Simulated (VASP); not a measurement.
# Mn3N (Pm-3m) in VASP: relaxation of cell and atoms with PBE

Aim: the relaxation of cell and atoms of Mn3N with PBE.

All numbers are computed with VASP 6.6.1; they aren't measurements. Logs are shortened: lines on timing, memory, paths and dates and some standing lists are left out, and cuts for length are marked.

**1. The cell of the first run**

It takes space group Pm-3m (No. 221, cubic). The conventional cell has a = 3.417 Å, b = 3.417 Å, c = 3.417 Å, α = 90.00°, β = 90.00°, γ = 90.00°. Within 3.2 Å of Mn (site symmetry 4/mmm) lie 8 Mn at 2.42 Å and 4 N at 2.42 Å. Within 3.2 Å of N (site symmetry m-3m) lie 12 Mn at 2.42 Å.

**2. Relaxation of cell and atoms, PBE, collinear spin, ferromagnetic start**

The input, INCAR:

```
PREC     = Accurate       # precision mode
ENCUT    = 600            # plane-wave cutoff, eV
EDIFF    = 1E-6           # SCF threshold, eV
ISMEAR   = 0              # smearing method
SIGMA    = 0.1            # smearing width, eV
LREAL    = False          # projectors in reciprocal space
LASPH    = True           # aspherical terms in the spheres
NELM     = 150            # most SCF steps
ALGO     = Normal         # electronic algorithm
ISIF     = 3              # what is computed and relaxed
LWAVE    = False          # write WAVECAR
LCHARG   = False          # write CHGCAR
ISPIN    = 2              # spin polarisation
MAGMOM   = 1.79 1.79 1.79 0 # initial moments
LORBIT   = 11             # projections on sites
LMAXMIX  = 4              # l up to which the mixer works
GGA      = PE             # functional
IBRION   = 2              # ionic algorithm
NSW      = 90             # ionic steps
EDIFFG   = -0.04          # ionic threshold
```

The input, KPOINTS:

```
Automatic mesh
0
Gamma
  6 6 6
```

The input, POSCAR:

```
Mn3N
1.0
    3.4165539839      0.0000000000      0.0000000000
    0.0000000000      3.4165539839      0.0000000000
    0.0000000000      0.0000000000      3.4165539839
Mn N
3 1
Direct
    0.0000000000      0.5000000000      0.5000000000
    0.5000000000      0.0000000000      0.5000000000
    0.5000000000      0.5000000000      0.0000000000
    0.0000000000      0.0000000000      0.0000000000
```

Potentials or basis: VASP PAW PBE potentials, release 64 (Mn_pv, N).

Started as:

```console
$ cat potpaw_PBE.64/Mn_pv/POTCAR potpaw_PBE.64/N/POTCAR > POTCAR
$ mpirun -np 1 vasp_std > vasp.out
```

OUTCAR:

```text
PREC = Accurate
   ENCUT = 600
   EDIFF = 1E-6
   ISMEAR = 0
   LREAL = False
   LASPH = True
   NELM = 150
   ISIF = 3
   ISPIN = 2
   LORBIT = 11
   GGA = PE
   IBRION = 2
   NSW = 90
   EDIFFG = -0.04

 ion  position               nearest neighbor table
   1  0.000  0.500  0.500-   2 2.42   3 2.42   4 2.42   3 2.42   4 2.42   2 2.42   4 2.42   4 2.42
                             2 2.42   3 2.42   3 2.42   2 2.42
   2  0.500  0.000  0.500-   1 2.42   3 2.42   4 2.42   3 2.42   4 2.42   1 2.42   3 2.42   3 2.42
                             1 2.42   4 2.42   4 2.42   1 2.42
   3  0.500  0.500  0.000-   1 2.42   2 2.42   4 2.42   1 2.42   2 2.42   2 2.42   4 2.42   2 2.42
                             1 2.42   4 2.42   1 2.42   4 2.42
   4  0.000  0.000  0.000-   1 2.42   2 2.42   3 2.42   1 2.42   2 2.42   1 2.42   3 2.42   1 2.42
                             2 2.42   3 2.42   2 2.42   3 2.42

  LATTYP: Found a simple cubic cell.
 ALAT       =     3.4165539839

  Lattice vectors:

 A1 = (   3.4165539839,   0.0000000000,   0.0000000000)
 A2 = (   0.0000000000,   3.4165539839,   0.0000000000)
 A3 = (   0.0000000000,   0.0000000000,   3.4165539839)

Analysis of symmetry for initial positions (statically):
=====================================================================
 Subroutine PRICEL returns:
 Original cell was already a primitive cell.

 Routine SETGRP: Setting up the symmetry group for a
 simple cubic supercell.

 Subroutine GETGRP returns: Found 48 space group operations
 (whereof 48 operations were pure point group operations)
 out of a pool of 48 trial point group operations.

The static configuration has the point symmetry O_h .

Analysis of symmetry for dynamics (positions and initial velocities):
=====================================================================
 Subroutine PRICEL returns:
 Original cell was already a primitive cell.

 Routine SETGRP: Setting up the symmetry group for a
 simple cubic supercell.

 Subroutine GETGRP returns: Found 48 space group operations
 (whereof 48 operations were pure point group operations)
 out of a pool of 48 trial point group operations.

The dynamic configuration has the point symmetry O_h .

Analysis of structural, dynamic, and magnetic symmetry:
=====================================================================
 Subroutine PRICEL returns:
 Original cell was already a primitive cell.

 Routine SETGRP: Setting up the symmetry group for a
 simple cubic supercell.

 Subroutine GETGRP returns: Found 48 space group operations
 (whereof 48 operations were pure point group operations)
 out of a pool of 48 trial point group operations.

The overall configuration has the point symmetry O_h .

 Subroutine INISYM returns: Found 48 space group operations
 (whereof 48 operations are pure point group operations),
 and found     1 'primitive' translations

----------------------------------------------------------------------------------------

                                     Primitive cell

  volume of cell :      39.8809

  direct lattice vectors                    reciprocal lattice vectors
     3.416553984  0.000000000  0.000000000     0.292692580  0.000000000  0.000000000
     0.000000000  3.416553984  0.000000000     0.000000000  0.292692580  0.000000000
     0.000000000  0.000000000  3.416553984     0.000000000  0.000000000  0.292692580

  length of vectors
     3.416553984  3.416553984  3.416553984     0.292692580  0.292692580  0.292692580

  position of ions in fractional coordinates (direct lattice)
     0.000000000  0.500000000  0.500000000
     0.500000000  0.000000000  0.500000000
     0.500000000  0.500000000  0.000000000
     0.000000000  0.000000000  0.000000000

  ion indices of the primitive-cell ions
   primitive index   ion index
                 1           1
                 2           2
                 3           3
                 4           4

----------------------------------------------------------------------------------------

 KPOINTS: Automatic mesh

Automatic generation of k-mesh.
 Grid dimensions read from file:
 generate k-points for:    6    6    6

 Generating k-lattice:

  Cartesian coordinates                     Fractional coordinates (reciprocal lattice)
     0.048782097  0.000000000  0.000000000     0.166666667  0.000000000  0.000000000
     0.000000000  0.048782097  0.000000000     0.000000000  0.166666667  0.000000000
     0.000000000  0.000000000  0.048782097     0.000000000  0.000000000  0.166666667

  Length of vectors
     0.048782097  0.048782097  0.048782097

  Shift w.r.t. Gamma in fractional coordinates (k-lattice)
     0.000000000  0.000000000  0.000000000

 Subroutine IBZKPT returns following result:
 ===========================================

 Found     20 irreducible k-points:

 Following reciprocal coordinates:
            Coordinates               Weight
  0.000000  0.000000  0.000000      1.000000
  0.166667  0.000000  0.000000      6.000000
  0.333333  0.000000  0.000000      6.000000
  0.500000  0.000000  0.000000      3.000000
  0.166667  0.166667  0.000000     12.000000
  0.333333  0.166667  0.000000     24.000000
[... 12 lines left out ...]
  0.500000  0.500000  0.333333      6.000000
  0.500000  0.500000  0.500000      1.000000
   k-points           NKPTS =     20   k-points in BZ     NKDIM =     20   number of bands    NBANDS=     29
   number of dos      NEDOS =    301   number of ions     NIONS =      4
   total plane-waves  NPLWV =  21952
   dimension x,y,z NGX =    28 NGY =   28 NGZ =   28
   dimension x,y,z NGXF=    56 NGYF=   56 NGZF=   56
   ions per type =               3   1
   NGX,Y,Z   is equivalent  to a cutoff of  13.62, 13.62, 13.62 a.u.
   NGXF,Y,Z  is equivalent  to a cutoff of  27.25, 27.25, 27.25 a.u.
 SYSTEM =  unknown system
   PREC   = accura    normal or accurate (medium, high low for compatibility)
   ISTART =      0    job   : 0-new  1-cont  2-samecut
   ICHARG =      2    charge: 1-file 2-atom 10-const
   ISPIN  =      2    spin polarized calculation?
   LNONCOLLINEAR =      F non collinear calculations
   LSORBIT =      F    spin-orbit coupling
   LASPH  =      T    aspherical Exc in radial PAW
   ENCUT  =  600.0 eV  44.10 Ry    6.64 a.u.   6.82  6.82  6.82*2*pi/ulx,y,z
   NELM   =    150;   NELMIN=  2; NELMDL= -5     # of ELM steps
   EDIFF  = 0.1E-05   stopping-criterion for ELM
   LREAL  =      F    real-space projection
   EDIFFG = -.4E-01   stopping-criterion for IOM
   NSW    =     90    number of steps for IOM
   IBRION =      2    ionic relax: 0-MD 1-quasi-New 2-CG
   NFREE  =      1    steps in history (QN), initial steepest desc. (CG)
   ISIF   =      3    stress and relaxation
   ISYM   =      2    0-nonsym 1-usesym 2-fastsym
   POTIM  = 0.5000    time-step for ionic-motion
   TEBEG  =    0.0;   TEEND  =   0.0 temperature during run
   PSTRESS=    0.0 pullay stress
   NELECT =      44.0000    total number of electrons
   NUPDOWN=      -1.0000    fix difference up-down
   EMIN   =  10.00;   EMAX   =-10.00  energy-range for DOS
   EFERMI =   0.00;   METHOD = LEGACY
   ISMEAR =     0;   SIGMA  =   0.10  broadening in eV -4-tet -1-fermi 0-gaus
   EFERMI_NEDOS =   21; number of points for ismear=-14 and -15
   IALGO  =     38    algorithm
   IMIX   =      4    mixing-type and parameters
     AMIX     =   0.40;   BMIX     =  1.00
     AMIX_MAG =   1.60;   BMIX_MAG =  1.00
  volume/ion in A,a.u.               =       9.97        67.28
  Fermi-wavevector in a.u.,A,eV,Ry     =   1.691625  3.196708 38.934367  2.861595
  Thomas-Fermi vector in A             =   2.773358
   LORBIT       =     11    0 simple, 1 ext, 2 COOP (PROOUT), +10 PAW based schemes
   GGA     = PE    functional components
   LHFCALC =     F    Hartree Fock is set to
   AEXX    =    0.0000 exact exchange contribution
   IVDW    =     0    specifies the selected vdW correction
   LEPSILON=     F    determine dielectric tensor
   LRPA    =     F    only Hartree local field effects (RPA)
 conjugate gradient relaxation of ions
 spin polarized calculation
 Gauss-broadening in eV      SIGMA  =   0.10
  energy-cutoff  :      600.00
  volume of cell :       39.88
 maximum number of plane-waves:      1357
 NGX is ok and might be reduce to    28
   NGX = 13   NGY = 13   NGZ = 13

--------------------------------------- Ionic step        1  -------------------------------------------

 number of electron      43.9999973 magnetization       5.5142955

 Free energy of the ion-electron system (eV)
  ---------------------------------------------------
  ext. energy  EPLUGINS =         0.00000000
  ---------------------------------------------------
  free energy    TOTEN  =       -32.12442187 eV

  energy without entropy =      -32.11475386  energy(sigma->0) =      -32.11958786

------------------------ aborting loop because EDIFF is reached ----------------------------------------

  FORCE on cell =-STRESS in cart. coord.  units (eV):
  Direction    XX          YY          ZZ          XY          YZ          ZX
  --------------------------------------------------------------------------------------
  -------------------------------------------------------------------------------------
  Total        0.5147277      0.5147277      0.5147277      0.0000000      0.0000000     -0.0000000
  in kB       20.6787029     20.6787029     20.6787029      0.0000000      0.0000000     -0.0000000
  external PRESSURE =      20.6787029 kB  Pullay stress =       0.0000000 kB
[... 61 lines left out ...]
  energy  without entropy=      -32.1144886257  energy(sigma->0) =      -32.11971042

--------------------------------------- Ionic step        3  -------------------------------------------

 number of electron      43.9999976 magnetization       5.5413476

 Free energy of the ion-electron system (eV)
  ---------------------------------------------------
  ext. energy  EPLUGINS =         0.00000000
  ---------------------------------------------------
  free energy    TOTEN  =       -32.12693362 eV

  energy without entropy =      -32.11681950  energy(sigma->0) =      -32.12187656

 E-fermi :  10.2438     XC(G=0): -13.5453

 val. band max:       10.2258623081   @ k =   0.1667   0.0000   0.0000
 cond. band min:      10.2810972211   @ k =   0.5000   0.5000   0.1667
 fundamental gap:      0.0552349130
 Fermi energy:        10.2438034912

 spin component 1

 k-point     1 :       0.0000    0.0000    0.0000
  band No.  band energies     occupation
      1     -38.9459      1.00000
      2     -38.9459      1.00000
      3     -38.9459      1.00000
      4     -38.6103      1.00000
      5     -38.6103      1.00000
      6     -38.6103      1.00000
[... 629 lines left out ...]
     28      11.4111      0.00000
     29      11.4111      0.00000
 Fermi energy:        10.2438034912

 spin component 2

 k-point     1 :       0.0000    0.0000    0.0000
  band No.  band energies     occupation
      1     -37.0381      1.00000
      2     -37.0381      1.00000
      3     -37.0381      1.00000
      4     -36.5621      1.00000
      5     -36.5621      1.00000
      6     -36.5621      1.00000
[... 660 lines left out ...]
  FREE ENERGIE OF THE ION-ELECTRON SYSTEM (eV)
  ---------------------------------------------------
  free  energy   TOTEN  =       -32.1269336182 eV

  energy  without entropy=      -32.1168194980  energy(sigma->0) =      -32.12187656

 reached required accuracy - stopping structural energy minimisation

 total charge

# of ion       s       p       d       tot
------------------------------------------
    1        0.350   6.307   5.269  11.926
    2        0.350   6.307   5.269  11.926
    3        0.350   6.307   5.269  11.926
    4        1.280   2.159   0.000   3.439
--------------------------------------------------
tot          2.330  21.079  15.807  39.216

 magnetization (x)

# of ion       s       p       d       tot
------------------------------------------
    1        0.016   0.015   1.794   1.825
    2        0.016   0.015   1.794   1.825
    3        0.016   0.015   1.794   1.825
    4        0.055  -0.140   0.000  -0.085
--------------------------------------------------
tot          0.102  -0.096   5.383   5.389
```

Wall time 4.6 min (1 thread of Intel Xeon Platinum 8375C at 2.90GHz (Ice Lake), shared host); peak memory 0.19 GiB.

What came out:

```
Free energy                                           : -32.1269 eV
Relaxed volume                                        : 10.07 Å³/atom
Relaxed cell                                          : a = 3.428 Å, b = 3.428 Å, c = 3.428 Å, α = 90.00°, β = 90.00°, γ = 90.00°
Space group after relaxing (to 0.05 Å)                : Pm-3m (No. 221)
Energy gained by relaxing                             : 0.6 meV/atom
Ionic steps                                           : 3
Pressure after relaxing                               : 0.0 GPa
Net moment                                            : 5.54 μB per cell
Site moments                                          : Mn +1.82; N -0.09 μB
Valence electrons inside the program's atomic spheres : Mn 11.93; N 3.44
```

The path:
| step | energy change (eV) | largest force (eV/Å) | pressure (GPa) | volume (Å³) |
| --- | --- | --- | --- | --- |
| 1 | 0.0000 | 0.0000 | 2.07 | 39.88 |
| 2 | -0.0005 | 0.0000 | -1.76 | 40.63 |
| 3 | -0.0025 | 0.0000 | 0.00 | 40.27 |

Final structure:
```xyz
4
Lattice="3.4277 0.0000 0.0000 0.0000 3.4277 0.0000 0.0000 0.0000 3.4277" Properties=species:S:1:pos:R:3 pbc="T T T"
Mn    0.0000    1.7138    1.7138
Mn    1.7138    0.0000    1.7138
Mn    1.7138    1.7138    0.0000
N     0.0000    0.0000    0.0000
```

Caveat: only a ferromagnetic start was run, and an antiferromagnetic order may lie lower in energy. With open d or f shells a metallic result of PBE can be an artefact of self-interaction; +U or a hybrid may open a gap.
